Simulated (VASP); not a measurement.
# H13ClO6 in VASP: notebook

Runs on H13ClO6. Level: PBE. Tasks: single point.

Everything below comes from runs of VASP 6.6.1. Logs are shortened: lines on timing, memory, paths and dates and some standing lists are left out, and cuts for length are marked.

**1. The cell of the first run**

The cell holds a disordered packing, 20 atoms: a = 6.136 Å, b = 6.136 Å, c = 6.136 Å, α = 90.00°, β = 90.00°, γ = 90.00°.

**2. Single point, PBE**

INCAR reads:

```
SYSTEM = H13ClO6
PREC = Accurate
ENCUT = 520
EDIFF = 1E-6
ISMEAR = -1
SIGMA = 0.05
LREAL = Auto
LASPH = .TRUE.
NELM = 80
ALGO = Normal
ISIF = 2
LWAVE = .FALSE.
LCHARG = .FALSE.
GGA = PE
NBANDS = 44
```

KPOINTS reads:

```
regular mesh
0
G
  1 1 1
  0 0 0
```

POSCAR reads:

```
H13ClO6
1.0
    6.1357920000      0.0000000000      0.0000000000
    0.0000000000      6.1357920000      0.0000000000
    0.0000000000      0.0000000000      6.1357920000
O H Cl
6 13 1
Direct
    0.3966562100      0.6405204088      0.9233037887
    0.1538676670      0.0701783894      0.7935242916
    0.9111619168      0.7804045509      0.0725252747
    0.6316706955      0.1825029271      0.9454036252
    0.2886016997      1.0363128346      0.1947425858
    0.4969855562      0.8699121483      0.5606937132
    0.2474986114      0.5843255443      0.9153993486
    0.4210703362      0.7364004516      0.7971261086
    0.1750548258      0.2298480783      0.7532360941
   -0.0067472952      0.0644089630      0.7695176108
    0.7623139767      0.7293597958      0.0570912443
    0.9796779291      0.6447252449      0.1335931857
    0.5939412549      0.3414555122      0.9303444445
    0.5814571289      0.1263080626      0.8087138547
    0.4173707323      1.1021397075      0.1196911499
    0.1953619028      1.0431416189      0.0466443452
    0.3541515097      0.8430859455      0.5106594226
    0.5971682221      0.8664733094      0.4417522628
    1.1868557474      0.1682749350      0.3000753611
    1.0046298832      0.3224848561      0.4018715106
```

Potentials or basis: VASP PAW PBE potentials, release 64 (O, H, Cl).

Command:

```sh
cat potpaw_PBE.64/O/POTCAR potpaw_PBE.64/H/POTCAR potpaw_PBE.64/Cl/POTCAR > POTCAR
mpirun -np 1 vasp_gam > vasp.out
```

OUTCAR:

```text
SYSTEM = H13ClO6
   PREC = Accurate
   ENCUT = 520
   EDIFF = 1E-6
   ISMEAR = -1
   LREAL = Auto
   LASPH = .TRUE.
   NELM = 80
   ISIF = 2
   GGA = PE

 ion  position               nearest neighbor table
   1  0.397  0.641  0.923-   7 0.98   8 0.98
   2  0.154  0.070  0.794-  10 1.00   9 1.02
   3  0.911  0.780  0.073-  11 0.97  12 1.01
   4  0.632  0.183  0.945-  14 0.96  13 1.01
   5  0.289  0.036  0.195-  15 1.00  16 1.07  19 1.21
   6  0.497  0.870  0.561-  17 0.94  18 0.95
   7  0.247  0.584  0.915-   1 0.98
   8  0.421  0.736  0.797-   1 0.98
   9  0.175  0.230  0.753-   2 1.02
  10  0.993  0.064  0.770-   2 1.00
  11  0.762  0.729  0.057-   3 0.97
  12  0.980  0.645  0.134-   3 1.01
  13  0.594  0.341  0.930-   4 1.01
  14  0.581  0.126  0.809-   4 0.96
  15  0.417  0.102  0.120-   5 1.00
  16  0.195  0.043  0.047-   5 1.07
  17  0.354  0.843  0.511-   6 0.94
  18  0.597  0.866  0.442-   6 0.95
  19  0.187  0.168  0.300-   5 1.21  20 1.59
  20  0.005  0.322  0.402-  19 1.59

  LATTYP: Found a simple cubic cell.
 ALAT       =     6.1357920000

  Lattice vectors:

 A1 = (   6.1357920000,   0.0000000000,   0.0000000000)
 A2 = (   0.0000000000,   6.1357920000,   0.0000000000)
 A3 = (   0.0000000000,   0.0000000000,   6.1357920000)

Analysis of symmetry for initial positions (statically):
=====================================================================
 Subroutine PRICEL returns:
 Original cell was already a primitive cell.

 Routine SETGRP: Setting up the symmetry group for a
 simple cubic supercell.

 Subroutine GETGRP returns: Found  1 space group operations
 (whereof  1 operations were pure point group operations)
 out of a pool of 48 trial point group operations.

The static configuration has the point symmetry C_1 .

Analysis of symmetry for dynamics (positions and initial velocities):
=====================================================================
 Subroutine PRICEL returns:
 Original cell was already a primitive cell.

 Routine SETGRP: Setting up the symmetry group for a
 simple cubic supercell.

 Subroutine GETGRP returns: Found  1 space group operations
 (whereof  1 operations were pure point group operations)
 out of a pool of 48 trial point group operations.

The dynamic configuration has the point symmetry C_1 .

 Subroutine INISYM returns: Found  1 space group operations
 (whereof  1 operations are pure point group operations),
 and found     1 'primitive' translations

----------------------------------------------------------------------------------------

                                     Primitive cell

  volume of cell :     231.0000

  direct lattice vectors                    reciprocal lattice vectors
     6.135792000  0.000000000  0.000000000     0.162978145  0.000000000  0.000000000
     0.000000000  6.135792000  0.000000000     0.000000000  0.162978145  0.000000000
     0.000000000  0.000000000  6.135792000     0.000000000  0.000000000  0.162978145

  length of vectors
     6.135792000  6.135792000  6.135792000     0.162978145  0.162978145  0.162978145

  position of ions in fractional coordinates (direct lattice)
     0.396656210  0.640520409  0.923303789
     0.153867667  0.070178389  0.793524292
     0.911161917  0.780404551  0.072525275
     0.631670695  0.182502927  0.945403625
     0.288601700  0.036312835  0.194742586
     0.496985556  0.869912148  0.560693713
     0.247498611  0.584325544  0.915399349
     0.421070336  0.736400452  0.797126109
     0.175054826  0.229848078  0.753236094
     0.993252705  0.064408963  0.769517611
     0.762313977  0.729359796  0.057091244
     0.979677929  0.644725245  0.133593186
     0.593941255  0.341455512  0.930344445
     0.581457129  0.126308063  0.808713855
     0.417370732  0.102139708  0.119691150
     0.195361903  0.043141619  0.046644345
     0.354151510  0.843085946  0.510659423
     0.597168222  0.866473309  0.441752263
     0.186855747  0.168274935  0.300075361
     0.004629883  0.322484856  0.401871511

  ion indices of the primitive-cell ions
   primitive index   ion index
                 1           1
                 2           2
                 3           3
                 4           4
                 5           5
                 6           6
                 7           7
                 8           8
                 9           9
                10          10
                11          11
                12          12
                13          13
                14          14
                15          15
                16          16
                17          17
                18          18
                19          19
                20          20

----------------------------------------------------------------------------------------

 KPOINTS: regular mesh

Automatic generation of k-mesh.
 Grid dimensions read from file:
 generate k-points for:    1    1    1

 Generating k-lattice:

[... 64 lines left out ...]
   AEXX    =    0.0000 exact exchange contribution
   IVDW    =     0    specifies the selected vdW correction
   LEPSILON=     F    determine dielectric tensor
   LRPA    =     F    only Hartree local field effects (RPA)
 non-spin polarized calculation
  energy-cutoff  :      520.00
  volume of cell :      231.00
 maximum number of plane-waves:      3118
 NGX is ok and might be reduce to    48
   NGX = 23   NGY = 23   NGZ = 23

 number of electron      55.9999993 magnetization

 Free energy of the ion-electron system (eV)
  ---------------------------------------------------
  ext. energy  EPLUGINS =         0.00000000
  ---------------------------------------------------
  free energy    TOTEN  =       -92.99463438 eV

  energy without entropy =      -92.99463438  energy(sigma->0) =      -92.99463438

 E-fermi :  -2.0534     XC(G=0):  -6.6651

 val. band max:       -3.2633061274   @ k =   0.0000   0.0000   0.0000
 cond. band min:       0.9183069809   @ k =   0.0000   0.0000   0.0000
 fundamental gap:      4.1816131083
 Fermi energy:        -2.0533512030

 k-point     1 :       0.0000    0.0000    0.0000
  band No.  band energies     occupation
      1     -23.0549      2.00000
      2     -22.6704      2.00000
      3     -22.3292      2.00000
      4     -22.2567      2.00000
      5     -21.8175      2.00000
      6     -21.6756      2.00000
      7     -15.5646      2.00000
      8     -10.9286      2.00000
      9     -10.1106      2.00000
     10      -9.9099      2.00000
     11      -9.8054      2.00000
     12      -9.5931      2.00000
     13      -9.4330      2.00000
     14      -8.9744      2.00000
     15      -7.1956      2.00000
     16      -6.7947      2.00000
     17      -6.7373      2.00000
     18      -6.3128      2.00000
     19      -6.0113      2.00000
     20      -5.7601      2.00000
     21      -4.7566      2.00000
     22      -4.5224      2.00000
     23      -4.4005      2.00000
     24      -4.0415      2.00000
     25      -3.8424      2.00000
     26      -3.5799      2.00000
     27      -3.2919      2.00000
     28      -3.2633      2.00000
     29       0.9183      0.00000
     30       3.7843      0.00000
     31       4.4270      0.00000
     32       4.6616      0.00000
     33       4.9363      0.00000
     34       5.6380      0.00000
     35       5.9357      0.00000
     36       6.1765      0.00000
     37       6.4467      0.00000
     38       6.6672      0.00000
     39       7.1191      0.00000
     40       7.3864      0.00000
 [bands above 40 left out]

------------------------ aborting loop because EDIFF is reached ----------------------------------------

  FORCE on cell =-STRESS in cart. coord.  units (eV):
  Direction    XX          YY          ZZ          XY          YZ          ZX
  --------------------------------------------------------------------------------------
  -------------------------------------------------------------------------------------
  Total        1.3493981     -2.5253541      2.0042329      0.7376984      1.0065811      0.6143733
  in kB        9.3592011    -17.5154372     13.9010271      5.1165534      6.9814798      4.2611914
  external PRESSURE =       1.9149303 kB  Pullay stress =       0.0000000 kB

 VOLUME and BASIS-vectors are now :
 -----------------------------------------------------------------------------
  energy-cutoff  :      520.00
  volume of cell :      231.00
      direct lattice vectors                 reciprocal lattice vectors
     6.135792000  0.000000000  0.000000000     0.162978145  0.000000000  0.000000000
     0.000000000  6.135792000  0.000000000     0.000000000  0.162978145  0.000000000
     0.000000000  0.000000000  6.135792000     0.000000000  0.000000000  0.162978145

 POSITION                                       TOTAL-FORCE (eV/Angst)
 -----------------------------------------------------------------------------------
      2.43380      3.93010      5.66520         0.065699     -0.863027      0.261182
      0.94410      0.43060      4.86890        -1.123309      1.811138     -0.108323
      5.59070      4.78840      0.44500         0.419695     -1.424564      0.510072
      3.87580      1.11980      5.80080        -0.222135      1.727063      0.693898
      1.77080      0.22281      1.19490        -1.207121      0.862594     -1.319231
      3.04940      5.33760      3.44030         1.146522      0.430153      1.750382
      1.51860      3.58530      5.61670         0.362159      0.489921     -0.081459
      2.58360      4.51840      4.89100         0.055315     -0.239153     -0.089154
      1.07410      1.41030      4.62170         0.003278     -1.536797     -0.057586
      6.09439      0.39520      4.72160         0.790766     -0.345812      0.287839
      4.67740      4.47520      0.35030        -0.440781      0.182393     -0.174254
      6.01110      3.95590      0.81970        -0.306987      0.959660     -0.034450
      3.64430      2.09510      5.70840         0.270718     -0.772303      0.245143
      3.56770      0.77500      4.96210        -0.291929     -0.736981     -1.094028
      2.56090      0.62671      0.73440         0.866927      0.135105      0.509286
      1.19870      0.26471      0.28620         0.298288     -0.663675      0.920723
      2.17300      5.17300      3.13330        -1.286148      0.042687     -1.060003
      3.66410      5.31650      2.71050         0.379266     -0.178451     -0.760926
      1.14651      1.03250      1.84120         0.195700     -0.353496     -0.397300
      0.02841      1.97870      2.46580         0.024077      0.473547     -0.001812
 -----------------------------------------------------------------------------------
    total drift:                                0.003404      0.001013     -0.001009

  FREE ENERGIE OF THE ION-ELECTRON SYSTEM (eV)
  ---------------------------------------------------
  free  energy   TOTEN  =       -92.9946343781 eV

  energy  without entropy=      -92.9946343780  energy(sigma->0) =      -92.99463438
```

Run time: 10 s. Hardware: 1 thread of AMD EPYC 9R45 (Zen 5), shared host; peak memory 0.26 GiB.

What came out:

```
Free energy   : -92.9946 eV
Pressure      : 0.2 GPa
Largest force : 2.136 eV/Å
```

Forces on the atoms (eV/Å):
```
O    0.066 -0.863  0.261
O   -1.123  1.811 -0.108
O    0.420 -1.425  0.510
O   -0.222  1.727  0.694
O   -1.207  0.863 -1.319
O    1.147  0.430  1.750
H    0.362  0.490 -0.081
H    0.055 -0.239 -0.089
H    0.003 -1.537 -0.058
H    0.791 -0.346  0.288
H   -0.441  0.182 -0.174
H   -0.307  0.960 -0.034
H    0.271 -0.772  0.245
H   -0.292 -0.737 -1.094
H    0.867  0.135  0.509
H    0.298 -0.664  0.921
H   -1.286  0.043 -1.060
H    0.379 -0.178 -0.761
H    0.196 -0.353 -0.397
Cl   0.024  0.474 -0.002
```

Levels at points of the mesh, in eV from the Fermi level:
```csv
k point,band 25,band 26,band 27,band 28,band 29,band 30,band 31,band 32
"(0.00, 0.00, 0.00)",-1.79,-1.53,-1.24,-1.21,2.97,5.84,6.48,6.71
```

Caveat: the k points lie up to 1.02 Å⁻¹ apart, too coarse for converged energies, forces and pressures.

**3. Single point, PBE**

INCAR reads:

```
SYSTEM = H13ClO6
  ALGO = Normal
  EDIFF = 1E-6
  ENCUT = 520
  GGA = PE
  ISIF = 2
  ISMEAR = -1
  LASPH = .TRUE.
  LCHARG = .TRUE.
  LELF = .TRUE.
  LREAL = Auto
  LVHAR = .TRUE.
  LWAVE = .FALSE.
  NBANDS = 44
  NELM = 60
  PREC = Accurate
  SIGMA = 0.05
```

KPOINTS reads:

```
k-points
0
G
  1 1 1
  0 0 0
```

POSCAR reads:

```
H13ClO6
1.0
    6.1357920000      0.0000000000      0.0000000000
    0.0000000000      6.1357920000      0.0000000000
    0.0000000000      0.0000000000      6.1357920000
O H Cl
6 13 1
Direct
    0.4320550631      0.6434866110      0.9515479012
    0.1085271469      0.0721504249      0.8155426390
    0.8699936373      0.7253342356      0.0619642908
    0.6169537690      0.2532517400      0.9640157293
    0.2942081479      1.0134795964      0.2224814661
    0.5240562262      0.8938699356      0.6365274442
    0.2787089262      0.6246137418      0.9749026695
    0.4874839304      0.7151481015      0.8336984044
    0.1043875021      0.2087424085      0.7258883613
   -0.0405163669      0.0707325151      0.8746222167
    0.8000108217      0.8444875576      0.1421006449
    0.9196856738      0.6198384821      0.1606312600
    0.5842440552      0.4108353086      0.9422581470
    0.5961577576      0.1685519979      0.8334376393
    0.4398617163      1.0774159228      0.1809383369
    0.2128657556      1.0665289827      0.0876007531
    0.3534181080      0.8780936512      0.6188606133
    0.6041273889      0.8435585822      0.4966107065
    1.1526466347      0.1580888009      0.3215721785
    0.9799712898      0.3170413860      0.4072497894
```

Potentials or basis: VASP PAW PBE potentials, release 64 (O, H, Cl).

Command:

```sh
cat potpaw_PBE.64/O/POTCAR potpaw_PBE.64/H/POTCAR potpaw_PBE.64/Cl/POTCAR > POTCAR
mpirun -np 1 vasp_gam > vasp.out
```

Run time: 12 s. Hardware: 1 thread of AMD EPYC 9R45 (Zen 5), shared host; peak memory 0.26 GiB.

The run converged. Its results:

```yaml
Free_energy: -92.3300 eV
Pressure: 0.1 GPa
Largest_force: 5.293 eV/Å
```

Forces on the atoms (eV/Å):
```
O   -0.554 -3.078  4.271
O   -0.350  0.867  0.153
O   -0.530  1.968 -1.383
O    0.658 -0.475  0.983
O   -0.558  1.599 -0.612
O   -1.141 -0.539 -2.120
H   -0.301  0.483 -0.685
H    0.652  2.210 -3.257
H    0.077 -0.713  0.258
H    0.190 -0.256 -0.243
H    0.256 -0.593 -0.088
H    0.457 -1.370  1.659
H   -0.423 -0.273  0.003
H   -0.304  0.006 -0.717
H   -0.449  0.176  0.308
H    0.438 -1.079 -0.333
H    2.839  0.437 -0.269
H   -1.686  0.670  1.975
H    0.150  0.338  0.489
Cl   0.579 -0.378 -0.392
```

Stress tensor (GPa, compression positive):
```
-2.73  1.15  1.70
 1.15  0.24 -2.82
 1.70 -2.82  2.69
```

Levels at points of the mesh, in eV from the Fermi level:
```
           k point  band 25  band 26  band 27  band 28  band 29  band 30  band 31  band 32
(0.00, 0.00, 0.00)    -1.82    -1.71    -1.41    -1.31     2.91     5.82     6.40     6.46
```

Caveat: the k points lie up to 1.02 Å⁻¹ apart, too coarse for converged energies, forces and pressures.

**4. Single point, PBE**

INCAR reads:

```
SYSTEM = H13ClO6
PREC     = Accurate       ! precision mode
ENCUT    = 520            ! plane-wave cutoff, eV
EDIFF    = 1E-6           ! SCF threshold, eV
ISMEAR   = -1             ! smearing method
SIGMA    = 0.05           ! smearing width, eV
LREAL    = Auto         
LASPH    = .True.         ! aspherical terms in the spheres
NELM     = 100            ! most SCF steps
ALGO     = Normal         ! electronic algorithm
ISIF     = 2              ! what is computed and relaxed
LWAVE    = .False.        ! write WAVECAR
LCHARG   = .False.        ! write CHGCAR
GGA      = PE             ! functional
NBANDS   = 44             ! bands
```

KPOINTS reads:

```
Automatic mesh
0
Gamma
  1 1 1
  0 0 0
```

POSCAR reads:

```
H13ClO6
1.0
    6.1357920000      0.0000000000      0.0000000000
    0.0000000000      6.1357920000      0.0000000000
    0.0000000000      0.0000000000      6.1357920000
O H Cl
6 13 1
Direct
    0.4009099396      0.6294052993      1.0257029573
    0.0868836493      0.0952118325      0.8081760268
    0.9014484194      0.7658017091      0.0838685536
    0.6506087560      0.2430982015      0.9530310024
    0.3057144049      1.0538818787      0.2328142805
    0.5742534949      0.9496736526      0.6145905859
    0.2632748959      0.6865454370      0.9708771093
    0.5007992448      0.7158978010      0.9373688026
    0.0783435944      0.1993222717      0.6971227186
   -0.0608071460      0.0799570781      0.8607364787
    0.8673696892      0.8389951941      0.2055969303
    0.8505829402      0.6155521569      0.0888719826
    0.5293041224      0.3467197063      0.9797431204
    0.6087396704      0.1764075445      0.8094146607
    0.3879531770      1.0933714833      0.0973142505
    0.3030578612      0.8767246347      0.2323579417
    0.5033580017      1.0152397604      0.4831976051
    0.6935697951      0.8933321077      0.5437439861
    1.0822237781      0.2497803055      0.2831419318
    0.9260744171      0.3174977248      0.4064348987
```

Command:

```sh
cat potpaw_PBE.64/O/POTCAR potpaw_PBE.64/H/POTCAR potpaw_PBE.64/Cl/POTCAR > POTCAR
mpirun -np 1 vasp_gam > vasp.out
```

It took 11 s on 1 thread of AMD EPYC 9R45 (Zen 5), shared host; peak memory 0.26 GiB.

The run converged. Its results:

```
Free energy   : -92.3617 eV
Pressure      : 2.0 GPa
Largest force : 5.297 eV/Å
```

Forces in eV/Å, atoms in the order of the input:
```
O   -0.152  0.290 -0.239
O    0.773 -1.536  1.448
O    1.302 -2.459 -4.508
O   -1.102  0.045 -0.649
O    0.612 -2.951  0.050
O   -2.697  1.423  0.308
H   -0.507 -0.265  0.019
H    0.385  0.010 -0.041
H   -0.161  1.334 -1.492
H   -0.134 -0.057  0.275
H   -1.224  2.131  4.049
H   -0.053  0.160  0.449
H    0.528  0.165 -0.034
H    0.349  0.000  0.583
H   -0.323 -0.379  0.710
H    0.028  3.387 -0.349
H   -0.591  0.008  0.569
H    3.076 -1.437 -0.873
H    0.609 -0.593 -0.324
Cl  -0.716  0.724  0.048
```

Stress tensor (GPa, compression positive):
```
 3.08 -1.15 -1.58
-1.15 -0.84  0.71
-1.58  0.71  3.84
```

Levels at points of the mesh, in eV from the Fermi level:
```
           k point  band 24  band 25  band 26  band 27  band 28  band 29  band 30  band 31  band 32  band 33
(0.00, 0.00, 0.00)    -2.37    -2.19    -2.08    -1.75    -1.23     2.94     5.65     6.38     6.70     7.02
```

Caveat: the k points lie up to 1.02 Å⁻¹ apart, too coarse for converged energies, forces and pressures.

**5. The runs side by side**

```csv
cell,pressure (GPa),largest force (eV/Å)
"as given, atomic positions A",0.2,2.14
"as given, atomic positions B",0.1,5.29
"as given, atomic positions C",2.0,5.30
```

Alike in all rows: task single point; level PBE; potentials or basis VASP PAW PBE potentials, release 64 (O, H, Cl); no spin polarisation; k mesh 1 × 1 × 1; cutoff (eV) 520; smearing fermi-dirac 0.05 eV.

Caveats: all runs use coarse meshes.

Total energies depend on the potentials used, so only differences within one code and one set of settings carry meaning.
